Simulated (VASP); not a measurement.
Write the native input for VASP 6.6.1 that does the following.

```
Task                   : single point
Functional             : PBE
Potentials or basis    : VASP PAW PBE potentials, release 64 (Zn, Se)
Cutoff                 : 520 eV
k mesh                 : 10 × 10 × 10
Occupations            : gaussian, width 0.05 eV
Spin                   : no spin polarisation
Dipole correction      : no
Further INCAR settings : ALGO = Normal; EDIFF = 1e-06; NBANDS = 16
```

The structure of ZnSe lies in POSCAR:

```
ZnSe
1.0
    0.0000000000      2.6667078986      3.2000494784
    2.6667078986      0.0000000000      3.2000494784
    2.6667078986      2.6667078986      0.0000000000
Zn Se
1 1
Direct
    0.0000000000      0.0000000000      0.0000000000
    0.7500000000      0.7500000000      0.7500000000
```

This cell differs from its parent crystal: ratio of the length along z to the lengths across it x 1.2, volume and fractional coordinates fixed.

One way to write it, as run:

INCAR

```
SYSTEM = ZnSe
ALGO = Normal ; EDIFF = 1E-6
ENCUT = 520 ; GGA = PE
ISIF = 2 ; ISMEAR = 0
LASPH = .True. ; LCHARG = .False.
LREAL = .False. ; LWAVE = .False.
NBANDS = 16 ; NELM = 100
PREC = Accurate ; SIGMA = 0.05
```

KPOINTS

```
k-points
0
Gamma
  10 10 10
  0 0 0
```

Potentials or basis: VASP PAW PBE potentials, release 64 (Zn, Se).

The run is started by

```sh
$ cat potpaw_PBE.64/Zn/POTCAR potpaw_PBE.64/Se/POTCAR > POTCAR
$ mpirun -np 1 vasp_std > vasp.out
```

Results of the run:

| Quantity | Value |
| --- | --- |
| Pressure | 1.7 GPa |
| Band gap on the k mesh | 0.80 eV |

Caveat: the stress differs along the axes, from -4 to 5 GPa; semilocal functionals underestimate gaps, and a narrow one can read as zero.

Wall time 86 s on 1 thread of Intel Xeon 8259CL, on a shared host, peak memory 0.23 GiB.
